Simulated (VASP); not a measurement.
**MgO: single point with r2SCAN**

MgO:

```
Mg O
1.0
    -4.20440    4.20440   -4.20440
    -4.20440   -4.20440    4.20440
     4.20440    4.20440    4.20440
Mg O
16 16
Cartesian
  0.0000 2.1022 2.1022
  0.0000 0.0000 4.2044
  2.1022 2.1022 4.2044
  -4.2044 2.1022 2.1022
  -2.1022 4.2044 2.1022
  -4.2044 2.1022 -2.1022
  0.0000 4.2044 0.0000
  -2.1022 2.1022 4.2044
  -4.2044 0.0000 0.0000
  -2.1022 2.1022 0.0000
  2.1022 4.2044 2.1022
  -4.2044 -2.1022 2.1022
  -2.1022 0.0000 2.1022
  0.0000 0.0000 0.0000
  -2.1022 -2.1022 4.2044
  -2.1022 4.2044 -2.1022
  2.1022 2.1022 2.1022
  -2.1022 4.2044 0.0000
  0.0000 6.3066 0.0000
  -2.1022 2.1022 2.1022
  0.0000 4.2044 2.1022
  -2.1022 2.1022 -2.1022
  -2.1022 0.0000 4.2044
  0.0000 2.1022 4.2044
  -2.1022 0.0000 0.0000
  0.0000 2.1022 0.0000
  0.0000 0.0000 6.3066
  -2.1022 -2.1022 2.1022
  0.0000 0.0000 2.1022
  -6.3066 0.0000 0.0000
  -4.2044 2.1022 0.0000
  -4.2044 0.0000 2.1022
```

```
Program                : VASP 6.6.1
Task                   : single point
Functional             : r2SCAN
Potentials or basis    : VASP PAW PBE potentials, release 64 (Mg, O)
Cutoff                 : 520 eV
k mesh                 : 2 × 2 × 2, shifted
Occupations            : gaussian, width 0.01 eV
Spin                   : no spin polarisation
Dipole correction      : no
Further INCAR settings : LREAL = Auto; ALGO = Normal; EDIFF = 1e-06; NBANDS = 86
```

```
Pressure               : -1.2 GPa
Band gap on the k mesh : 7.10 eV
```

Levels at points of the mesh, in eV from the valence-band top:
| k point | band 60 | band 61 | band 62 | band 63 | band 64 | band 65 | band 66 | band 67 | band 68 | band 69 |
| --- | --- | --- | --- | --- | --- | --- | --- | --- | --- | --- |
| (0.25, 0.25, 0.25) | -0.12 | -0.12 | -0.12 | -0.12 | -0.12 | 8.27 | 8.27 | 8.27 | 8.27 | 10.93 |

Run time: 17 min on 1 thread of Intel Xeon 8259CL, on a shared host, peak memory 0.45 GiB.

Caveat: the PAW data sets were made with another functional, which shifts forces and pressure a little; a shifted mesh leaves out Γ, where band edges can lie. A k mesh can miss the band edges.
